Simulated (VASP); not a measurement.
Crystal: Al3Pd.

```
Pd Al
1.0
     0.00000    3.13500    3.13500
     3.13500    0.00000    3.13500
     3.13500    3.13500    0.00000
Pd Al
1 3
Cartesian
  0.0000 0.0000 0.0000
  3.1350 3.1350 3.1350
  1.5675 1.5675 1.5675
  4.7025 4.7025 4.7025
```

```yaml
Program: VASP 6.6.1
Task: relaxation of cell and atoms
Functional: PBE
Potentials_or_basis: VASP PAW PBE potentials, release 64 (Pd, Al)
Cutoff: 500 eV
k_mesh: 6 × 6 × 6
Occupations: fermi-dirac, width 0.05 eV
Spin: no spin polarisation
```

At the start: pressure 2.2 GPa; volume 15.41 Å³/atom.

Q: Where does the relaxation end?

A: Over 3 steps the energy falls by 2.2 meV/atom and the volume is 15.73 Å³/atom (+2.1 %); space group Fm-3m (No. 225, to 0.1 Å) before and after.

Step by step:
| step | energy change (eV) | largest force (eV/Å) | pressure (GPa) | volume (Å³) |
| --- | --- | --- | --- | --- |
| 1 | 0.0000 | 0.0000 | 2.22 | 61.62 |
| 2 | -0.0069 | 0.0000 | -0.95 | 63.54 |
| 3 | -0.0088 | 0.0000 | 0.01 | 62.92 |

Final structure:
```xyz
4
Lattice="0.0000 3.1569 3.1569 3.1569 0.0000 3.1569 3.1569 3.1569 0.0000" Properties=species:S:1:pos:R:3 pbc="T T T"
Pd    0.0000    0.0000    0.0000
Al    3.1569    3.1569    3.1569
Al    1.5784    1.5784    1.5784
Al    4.7353    4.7353    4.7353
```
